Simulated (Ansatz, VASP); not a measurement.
**Two plane-wave programs on Ga3As3CO**

```
Ga As O C
1.0
     4.01370    0.00000    0.00000
     0.00000    5.67623    0.00000
     0.00000    0.00000   23.33527
Ga As O C
3 3 1 1
Cartesian
  2.0069 2.8381 4.0000
  0.0000 0.3711 6.2539
  2.0069 2.7783 7.5339
  0.0000 1.4191 4.0000
  2.0069 4.5990 5.8454
  0.0000 1.6391 8.3853
  2.0069 3.0581 11.2853
  2.0069 3.0581 12.4353
```

Alike in both runs: task single point; functional PBE; dispersion D3(BJ); k mesh 7 × 5 × 1; occupations gaussian, width 0.05 eV; no spin polarisation.

|  | VASP | Ansatz |
| --- | --- | --- |
| version | VASP 6.6.1 | Ansatz 0.2.0 |
| potentials or method | VASP PAW PBE potentials, release 64 (Ga_d, As_d, O, C), cutoff 520 eV | scalar-relativistic, plane waves, PAW |
| valence electrons in the cell | 94 | 94 |

```csv
,VASP,Ansatz,Ansatz less VASP
gap on the k mesh at the Fermi level (eV),0.41,0.42,+0.003
least direct gap on the mesh (eV),0.75,0.75,+0.003
rms of the force components (eV/Å),0.377,0.542,+0.1649
```

One of these differences is far larger than is usual between the two programs; its cause wasn't traced.

Noted on VASP's run: the standard files for N, O and F lose accuracy on very short bonds.
